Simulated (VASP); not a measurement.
# MgSnO2 (P4/mmm) in VASP: a series of runs, part 2 of 3

VASP 6.6.1. Earlier steps stand in the parts before.

### Step 3. Single point, PBE

This run uses another cell than the first one, of 13.77 Å³/atom, 1.064 times its volume.

The input, INCAR:

```
SYSTEM = MgSnO2
ALGO = Normal
EDIFF = 1E-7
ENCUT = 520
GGA = PE
ISIF = 2
ISMEAR = 0
LASPH = .True.
LCHARG = .False.
LREAL = .False.
LWAVE = .False.
NBANDS = 22
NELM = 100
PREC = Accurate
SIGMA = 0.1
```

The input, KPOINTS:

```
k-points
0
Gamma
  4 4 6
  0 0 0
```

The input, POSCAR:

```
MgSnO2
1.0
    4.2903163754      0.0000000000      0.0000000000
    0.0000000000      4.2903163754      0.0000000000
    0.0000000000      0.0000000000      2.9913172033
Mg Sn O
1 1 2
Direct
    0.5000000000      0.5000000000      0.5000000000
    0.0000000000      0.0000000000      0.0000000000
    0.5000000000      0.0000000000      0.0000000000
    0.0000000000      0.5000000000      0.0000000000
```

Potentials or basis: VASP PAW PBE potentials, release 64 (Mg, Sn_d, O).

On the command line:

```console
$ cat potpaw_PBE.64/Mg/POTCAR potpaw_PBE.64/Sn_d/POTCAR potpaw_PBE.64/O/POTCAR > POTCAR
$ mpirun -np 1 vasp_std > vasp.out
```

OUTCAR:

```text
SYSTEM = MgSnO2
   EDIFF = 1E-7
   ENCUT = 520
   GGA = PE
   ISIF = 2
   ISMEAR = 0
   LASPH = .True.
   LREAL = .False.
   NELM = 100
   PREC = Accurate

 ion  position               nearest neighbor table
   1  0.500  0.500  0.500-   3 2.62   4 2.62   3 2.62   4 2.62   3 2.62   3 2.62   4 2.62   4 2.62
                             2 3.38   2 3.38   2 3.38   2 3.38   2 3.38   2 3.38   2 3.38   2 3.38
   2  0.000  0.000  0.000-   3 2.15   4 2.15   4 2.15   3 2.15   1 3.38   1 3.38   1 3.38   1 3.38
                             1 3.38   1 3.38   1 3.38   1 3.38
   3  0.500  0.000  0.000-   2 2.15   2 2.15   1 2.62   1 2.62   1 2.62   1 2.62
   4  0.000  0.500  0.000-   2 2.15   2 2.15   1 2.62   1 2.62   1 2.62   1 2.62

  LATTYP: Found a simple tetragonal cell.
 ALAT       =     4.2903163754
 C/A-ratio  =     0.6972253190

  Lattice vectors:

 A1 = (   4.2903163754,   0.0000000000,   0.0000000000)
 A2 = (   0.0000000000,   4.2903163754,   0.0000000000)
 A3 = (   0.0000000000,   0.0000000000,   2.9913172033)

Analysis of symmetry for initial positions (statically):
=====================================================================
 Subroutine PRICEL returns:
 Original cell was already a primitive cell.

 Routine SETGRP: Setting up the symmetry group for a
 simple tetragonal supercell.

 Subroutine GETGRP returns: Found 16 space group operations
 (whereof 16 operations were pure point group operations)
 out of a pool of 16 trial point group operations.

The static configuration has the point symmetry D_4h.

Analysis of symmetry for dynamics (positions and initial velocities):
=====================================================================
 Subroutine PRICEL returns:
 Original cell was already a primitive cell.

 Routine SETGRP: Setting up the symmetry group for a
 simple tetragonal supercell.

 Subroutine GETGRP returns: Found 16 space group operations
 (whereof 16 operations were pure point group operations)
 out of a pool of 16 trial point group operations.

The dynamic configuration has the point symmetry D_4h.

 Subroutine INISYM returns: Found 16 space group operations
 (whereof 16 operations are pure point group operations),
 and found     1 'primitive' translations

----------------------------------------------------------------------------------------

                                     Primitive cell

  volume of cell :      55.0606

  direct lattice vectors                    reciprocal lattice vectors
     4.290316375  0.000000000  0.000000000     0.233083044  0.000000000  0.000000000
     0.000000000  4.290316375  0.000000000     0.000000000  0.233083044  0.000000000
     0.000000000  0.000000000  2.991317203     0.000000000  0.000000000  0.334300889

  length of vectors
     4.290316375  4.290316375  2.991317203     0.233083044  0.233083044  0.334300889

  position of ions in fractional coordinates (direct lattice)
     0.500000000  0.500000000  0.500000000
     0.000000000  0.000000000  0.000000000
     0.500000000  0.000000000  0.000000000
     0.000000000  0.500000000  0.000000000

  ion indices of the primitive-cell ions
   primitive index   ion index
                 1           1
                 2           2
                 3           3
                 4           4

----------------------------------------------------------------------------------------
[... 27 lines left out ...]
  0.000000  0.000000  0.000000      1.000000
  0.250000  0.000000  0.000000      4.000000
  0.500000  0.000000  0.000000      2.000000
  0.250000  0.250000  0.000000      4.000000
  0.500000  0.250000  0.000000      4.000000
  0.500000  0.500000  0.000000      1.000000
[... 16 lines left out ...]
  0.500000  0.250000  0.500000      4.000000
  0.500000  0.500000  0.500000      1.000000
   k-points           NKPTS =     24   k-points in BZ     NKDIM =     24   number of bands    NBANDS=     22
   number of dos      NEDOS =    301   number of ions     NIONS =      4
   total plane-waves  NPLWV =  24576
   dimension x,y,z NGX =    32 NGY =   32 NGZ =   24
   dimension x,y,z NGXF=    64 NGYF=   64 NGZF=   48
   ions per type =               1   1   2
   NGX,Y,Z   is equivalent  to a cutoff of  12.40, 12.40, 13.34 a.u.
   NGXF,Y,Z  is equivalent  to a cutoff of  24.80, 24.80, 26.68 a.u.
 SYSTEM =  MgSnO2
   PREC   = accura    normal or accurate (medium, high low for compatibility)
   ISTART =      0    job   : 0-new  1-cont  2-samecut
   ICHARG =      2    charge: 1-file 2-atom 10-const
   ISPIN  =      1    spin polarized calculation?
   LNONCOLLINEAR =      F non collinear calculations
   LSORBIT =      F    spin-orbit coupling
   LASPH  =      T    aspherical Exc in radial PAW
   ENCUT  =  520.0 eV  38.22 Ry    6.18 a.u.   7.98  7.98  5.56*2*pi/ulx,y,z
   NELM   =    100;   NELMIN=  2; NELMDL= -5     # of ELM steps
   EDIFF  = 0.1E-06   stopping-criterion for ELM
   LREAL  =      F    real-space projection
   EDIFFG = 0.1E-05   stopping-criterion for IOM
   NSW    =      0    number of steps for IOM
   IBRION =     -1    ionic relax: 0-MD 1-quasi-New 2-CG
   NFREE  =      0    steps in history (QN), initial steepest desc. (CG)
   ISIF   =      2    stress and relaxation
   ISYM   =      2    0-nonsym 1-usesym 2-fastsym
   POTIM  = 0.5000    time-step for ionic-motion
   TEBEG  =    0.0;   TEEND  =   0.0 temperature during run
   PSTRESS=    0.0 pullay stress
   NELECT =      28.0000    total number of electrons
   NUPDOWN=      -1.0000    fix difference up-down
   EMIN   =  10.00;   EMAX   =-10.00  energy-range for DOS
   EFERMI =   0.00;   METHOD = LEGACY
   ISMEAR =     0;   SIGMA  =   0.10  broadening in eV -4-tet -1-fermi 0-gaus
   EFERMI_NEDOS =   21; number of points for ismear=-14 and -15
   IALGO  =     38    algorithm
   IMIX   =      4    mixing-type and parameters
     AMIX     =   0.40;   BMIX     =  1.00
     AMIX_MAG =   1.60;   BMIX_MAG =  1.00
  volume/ion in A,a.u.               =      13.77        92.89
  Fermi-wavevector in a.u.,A,eV,Ry     =   1.306714  2.469331 23.231960  1.707501
  Thomas-Fermi vector in A             =   2.437497
   LORBIT       =      0    0 simple, 1 ext, 2 COOP (PROOUT), +10 PAW based schemes
   GGA     = PE    functional components
   LHFCALC =     F    Hartree Fock is set to
   AEXX    =    0.0000 exact exchange contribution
   IVDW    =     0    specifies the selected vdW correction
   LEPSILON=     F    determine dielectric tensor
   LRPA    =     F    only Hartree local field effects (RPA)
 non-spin polarized calculation
 Gauss-broadening in eV      SIGMA  =   0.10
  energy-cutoff  :      520.00
  volume of cell :       55.06
 maximum number of plane-waves:      1508
 NGX is ok and might be reduce to    32
   NGX = 15   NGY = 15   NGZ = 11

 number of electron      27.9999993 magnetization

 Free energy of the ion-electron system (eV)
  ---------------------------------------------------
  ext. energy  EPLUGINS =         0.00000000
  ---------------------------------------------------
  free energy    TOTEN  =       -20.11266070 eV

  energy without entropy =      -20.11150979  energy(sigma->0) =      -20.11208525

 E-fermi :   7.0857     XC(G=0): -10.5823

 val. band max:        6.9961222033   @ k =   0.0000   0.0000   0.1667
 cond. band min:       7.2009989264   @ k =   0.2500   0.0000   0.5000
 fundamental gap:      0.2048767231
 Fermi energy:         7.0856558737

 k-point     1 :       0.0000    0.0000    0.0000
  band No.  band energies     occupation
      1     -15.0433      2.00000
      2     -14.7677      2.00000
      3     -14.3752      2.00000
      4     -14.2169      2.00000
      5     -14.2169      2.00000
      6     -12.3248      2.00000
[... 589 lines left out ...]
     21      13.9720      0.00000
     22      19.0907      0.00000

------------------------ aborting loop because EDIFF is reached ----------------------------------------

  FORCE on cell =-STRESS in cart. coord.  units (eV):
  Direction    XX          YY          ZZ          XY          YZ          ZX
  --------------------------------------------------------------------------------------
  -------------------------------------------------------------------------------------
  Total        0.0520250      0.0520250     -0.0721591      0.0000000     -0.0000000      0.0000000
  in kB        1.5138445      1.5138445     -2.0997149      0.0000000     -0.0000000      0.0000000
  external PRESSURE =       0.3093247 kB  Pullay stress =       0.0000000 kB

 VOLUME and BASIS-vectors are now :
 -----------------------------------------------------------------------------
  energy-cutoff  :      520.00
  volume of cell :       55.06
      direct lattice vectors                 reciprocal lattice vectors
     4.290316375  0.000000000  0.000000000     0.233083044  0.000000000  0.000000000
     0.000000000  4.290316375  0.000000000     0.000000000  0.233083044  0.000000000
     0.000000000  0.000000000  2.991317203     0.000000000  0.000000000  0.334300889

 POSITION                                       TOTAL-FORCE (eV/Angst)
 -----------------------------------------------------------------------------------
      2.14516      2.14516      1.49566         0.000000      0.000000      0.000000
      0.00000      0.00000      0.00000         0.000000      0.000000      0.000000
      2.14516      0.00000      0.00000         0.000000      0.000000      0.000000
      0.00000      2.14516      0.00000         0.000000      0.000000      0.000000
 -----------------------------------------------------------------------------------
    total drift:                                0.000000      0.000000     -0.000000

  FREE ENERGIE OF THE ION-ELECTRON SYSTEM (eV)
  ---------------------------------------------------
  free  energy   TOTEN  =       -20.1126607043 eV

  energy  without entropy=      -20.1115097907  energy(sigma->0) =      -20.11208525
```

OSZICAR:

```text
N       E                     dE             d eps       ncg     rms          rms(c)
DAV:   1     0.244924196164E+03    0.24492E+03   -0.13701E+04  1158   0.168E+03
DAV:   2     0.563354380085E+01   -0.23929E+03   -0.22355E+03  1192   0.473E+02
DAV:   3    -0.230483880600E+02   -0.28682E+02   -0.28186E+02  1278   0.128E+02
DAV:   4    -0.239545339882E+02   -0.90615E+00   -0.90434E+00  1200   0.246E+01
DAV:   5    -0.239764761916E+02   -0.21942E-01   -0.21941E-01  1400   0.402E+00    0.114E+01
DAV:   6    -0.203503227933E+02    0.36262E+01   -0.17757E+01  1454   0.458E+01    0.508E+00
DAV:   7    -0.201897074393E+02    0.16062E+00   -0.11430E+00  1166   0.822E+00    0.228E+00
DAV:   8    -0.201182764872E+02    0.71431E-01   -0.25713E-01  1194   0.417E+00    0.494E-01
DAV:   9    -0.201127421866E+02    0.55343E-02   -0.21321E-02  1526   0.185E+00    0.172E-01
DAV:  10    -0.201126550447E+02    0.87142E-04   -0.27915E-03  1352   0.614E-01    0.504E-02
DAV:  11    -0.201126740063E+02   -0.18962E-04   -0.43114E-04  1260   0.162E-01    0.305E-02
DAV:  12    -0.201126609774E+02    0.13029E-04   -0.53300E-05  1536   0.877E-02    0.982E-03
DAV:  13    -0.201126607784E+02    0.19904E-06   -0.80668E-06  1376   0.196E-02    0.281E-03
DAV:  14    -0.201126607043E+02    0.74139E-07   -0.21632E-07  1080   0.373E-03
   1 F= -.20112661E+02 E0= -.20112085E+02  d E =-.115091E-02
```

stdout:

```text
POSCAR found type information on POSCAR MgSnO
 POSCAR found :  3 types and       4 ions
 scaLAPACK will be used
 LDA part: xc-table for (Slater+PW92), standard interpolation
 POSCAR, INCAR and KPOINTS ok, starting setup
 FFT: planning ... GRIDC
 FFT: planning ... GRID_SOFT
 FFT: planning ... GRID
 WAVECAR not read
 entering main loop
```

Wall time 26 s (1 thread of Intel Xeon Platinum 8259CL at 2.50GHz (Skylake/Cascade Lake), shared host); peak memory 0.17 GiB.

Results:

* Free energy: -20.1127 eV
* Pressure: 0.0 GPa
* Band gap on the k mesh: zero (band 14 reaches 8.05 eV, above the bottom of band 15 at 6.35 eV)

Stress tensor (GPa, compression positive):
```
 0.15  0.00  0.00
 0.00  0.15  0.00
 0.00  0.00 -0.21
```

Levels at points of the mesh, in eV from the Fermi level:
| k point | band 11 | band 12 | band 13 | band 14 | band 15 | band 16 | band 17 | band 18 |
| --- | --- | --- | --- | --- | --- | --- | --- | --- |
| (0.00, 0.00, 0.00) | -4.00 | -4.00 | -3.17 | -2.43 | -0.74 | 5.69 | 5.69 | 7.47 |
| (0.50, 0.00, 0.00) | -4.69 | -2.82 | -2.62 | -0.62 | 1.15 | 4.38 | 5.34 | 5.53 |
| (0.50, 0.50, 0.00) | -3.13 | -2.61 | -2.61 | 0.96 | 1.24 | 1.24 | 3.25 | 8.04 |
| (0.00, 0.00, 0.50) | -4.35 | -3.64 | -3.64 | -1.70 | 0.28 | 2.37 | 4.46 | 4.46 |
| (0.50, 0.00, 0.50) | -5.25 | -4.78 | -4.10 | -0.88 | 2.15 | 3.05 | 4.04 | 5.88 |
| (0.50, 0.50, 0.50) | -5.00 | -3.09 | -2.83 | -2.83 | 1.52 | 4.30 | 5.40 | 5.40 |

Caveat: the k points lie up to 0.37 Å⁻¹ apart; spin-orbit coupling is left out, which moves the levels of the heavy elements.

### Step 4. Relaxation of cell and atoms, PBE

The input, INCAR:

```
SYSTEM = MgSnO2
PREC     = Accurate       ! precision mode
ENCUT    = 600            ! plane-wave cutoff, eV
EDIFF    = 1E-6           ! SCF threshold, eV
ISMEAR   = 0              ! smearing method
SIGMA    = 0.1            ! smearing width, eV
LREAL    = .False.        ! projectors in reciprocal space
LASPH    = .True.         ! aspherical terms in the spheres
NELM     = 100            ! most SCF steps
ALGO     = Normal         ! electronic algorithm
ISIF     = 3              ! what is computed and relaxed
LWAVE    = .False.        ! write WAVECAR
LCHARG   = .False.        ! write CHGCAR
GGA      = PE             ! functional
IBRION   = 2              ! ionic algorithm
NSW      = 90             ! ionic steps
EDIFFG   = -0.04          ! ionic threshold
```

The input, KPOINTS:

```
Automatic mesh
0
Gamma
  4 4 6
  0 0 0
```

The input, POSCAR:

```
MgSnO2
1.0
    4.4456421600      0.0000000000      0.0000000000
    0.0000000000      4.4456421600      0.0000000000
    0.0000000000      0.0000000000      2.6189405600
Mg Sn O
1 1 2
Direct
    0.5000000000      0.5000000000      0.5000000000
    0.0000000000      0.0000000000      0.0000000000
    0.5000000000      0.0000000000      0.0000000000
    0.0000000000      0.5000000000      0.0000000000
```

On the command line:

```console
$ cat potpaw_PBE.64/Mg/POTCAR potpaw_PBE.64/Sn_d/POTCAR potpaw_PBE.64/O/POTCAR > POTCAR
$ mpirun -np 1 vasp_std > vasp.out
```

Wall time 1.9 min (1 thread of Intel Xeon Platinum 8259CL at 2.50GHz (Skylake/Cascade Lake), shared host); peak memory 0.2 GiB.

Results (log left out):

```yaml
Free_energy: -20.1126 eV
Relaxed_volume: 13.72 Å³/atom
Relaxed_cell: a = 4.294 Å, b = 4.294 Å, c = 2.978 Å, α = 90.00°, β = 90.00°, γ = 90.00°
Space_group_after_relaxing_to_0.05_Å: P4/mmm (No. 123)
Energy_gained_by_relaxing: 227.6 meV/atom
Ionic_steps: 6
Pressure_after_relaxing: 0.0 GPa
Band_gap_on_the_k_mesh: zero (band 14 reaches 8.06 eV, above the bottom of band 15 at 6.35 eV)
```

Stress tensor (GPa, compression positive):
```
-0.20  0.00  0.00
 0.00 -0.20  0.00
 0.00  0.00  0.46
```

Step by step:
```tsv
step	energy change (eV)	largest force (eV/Å)	pressure (GPa)	volume (Å³)
1	0.0000	0.0000	4.44	51.76
2	-0.8504	0.0000	4.60	53.74
3	-0.8958	0.0000	3.25	53.43
4	-0.8957	0.0000	3.34	53.46
5	-0.9071	0.0000	-1.42	55.61
6	-0.9104	0.0000	0.02	54.90
```

Final structure:
```cif
data_structure
_symmetry_space_group_name_H-M 'P 1'
_symmetry_Int_Tables_number 1
_cell_length_a 4.2935
_cell_length_b 4.2935
_cell_length_c 2.9781
_cell_angle_alpha 90.000
_cell_angle_beta 90.000
_cell_angle_gamma 90.000
_cell_volume 54.90
loop_
_atom_site_label
_atom_site_type_symbol
_atom_site_fract_x
_atom_site_fract_y
_atom_site_fract_z
_atom_site_occupancy
Mg1 Mg 0.50000 0.50000 0.50000 1
Sn1 Sn 0.00000 0.00000 0.00000 1
O1 O 0.50000 0.00000 0.00000 1
O2 O 0.00000 0.50000 0.00000 1
```

Levels at points of the mesh, in eV from the Fermi level:
```tsv
k point	band 12	band 13	band 14	band 15	band 16	band 17
(0.00, 0.00, 0.00)	-4.01	-3.13	-2.41	-0.76	5.69	5.69
(0.50, 0.00, 0.00)	-2.78	-2.59	-0.64	1.15	4.35	5.32
(0.50, 0.50, 0.00)	-2.58	-2.58	0.95	1.23	1.23	3.25
(0.00, 0.00, 0.50)	-3.64	-3.64	-1.68	0.25	2.36	4.47
(0.50, 0.00, 0.50)	-4.78	-4.10	-0.90	2.16	3.08	4.03
(0.50, 0.50, 0.50)	-3.09	-2.85	-2.84	1.55	4.31	5.41
```

Caveat: the k points lie up to 0.37 Å⁻¹ apart in the final cell; spin-orbit coupling is left out, which moves the levels of the heavy elements.

(Part 2 of 3 ends here.)
